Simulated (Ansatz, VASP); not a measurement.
**InSb in VASP and in Ansatz**

Contents of INCAR:

```
SYSTEM = InSb
ALGO     = Normal         ! electronic algorithm
EDIFF    = 1E-6           ! SCF threshold, eV
ENCUT    = 520            ! plane-wave cutoff, eV
GGA      = PE             ! functional
ISIF     = 2              ! what is computed and relaxed
ISMEAR   = -1             ! smearing method
LASPH    = .True.         ! aspherical terms in the spheres
LCHARG   = .False.        ! write CHGCAR
LREAL    = .False.        ! projectors in reciprocal space
LWAVE    = .False.        ! write WAVECAR
NBANDS   = 16             ! bands
NELM     = 80             ! most SCF steps
PREC     = Accurate       ! precision mode
SIGMA    = 0.03           ! smearing width, eV
```

The input KPOINTS:

```
k-points
0
Gamma
  10 10 10
  0 0 0
```

File POSCAR:

```
InSb
1.0
    0.0000000000      3.2391000000      3.2391000000
    3.2391000000      0.0000000000      3.2391000000
    3.2391000000      3.2391000000      0.0000000000
In Sb
1 1
Direct
    0.0000000000      0.0000000000      0.0000000000
    0.7500000000      0.7500000000      0.7500000000
```

Input for Ansatz:

```yaml
crystal:
  lattice:
    - [0.0, 3.2391, 3.2391]
    - [3.2391, 0.0, 3.2391]
    - [3.2391, 3.2391, 0.0]
  atoms:
    - { symbol: In, position: [0.0, 0.0, 0.0] }
    - { symbol: Sb, position: [0.75, 0.75, 0.75] }
kpoints:
  mp_grid: { grid: [10, 10, 10] }
  band_path:
    path:
      - [0.0, 0.0, 0.0]
      - [-0.5, -0.5, 0.0]
      - [-0.375, -0.375, 0.25]
      - [-0.375, 0.0, 0.375]
      - [0.0, 0.0, 0.0]
      - [0.0, 0.0, 0.5]
      - [-0.5, -0.25, 0.25]
      - [-0.5, -0.5, 0.0]
    npoints: 5
scf:
  occupations: { method: fermi_dirac, width: 0.03 }
hamiltonian:
  xc: pbe
  pseudopotentials:
    kind: all_electron
    lapw: { basis_error: 0.00025 }
    relativity: none
output:
  forces: true
  stress: true
  eigenvalues: true
```

Alike in both runs: task single point; functional PBE; k mesh 10 × 10 × 10; occupations fermi-dirac, width 0.03 eV; no spin polarisation.

|  | VASP | Ansatz |
| --- | --- | --- |
| version | VASP 6.6.1 | Ansatz 0.2.0 |
| potentials or method | VASP PAW PBE potentials, release 64 (In_d, Sb), cutoff 520 eV | all-electron LAPW, non-relativistic |

|  | VASP | Ansatz | Ansatz less VASP |
| --- | --- | --- | --- |
| pressure (GPa) | 3.1 | 4.3 | +1.23 |

Ansatz ran all-electron here, and VASP with PAW potentials.

Neither program's run includes spin-orbit coupling.
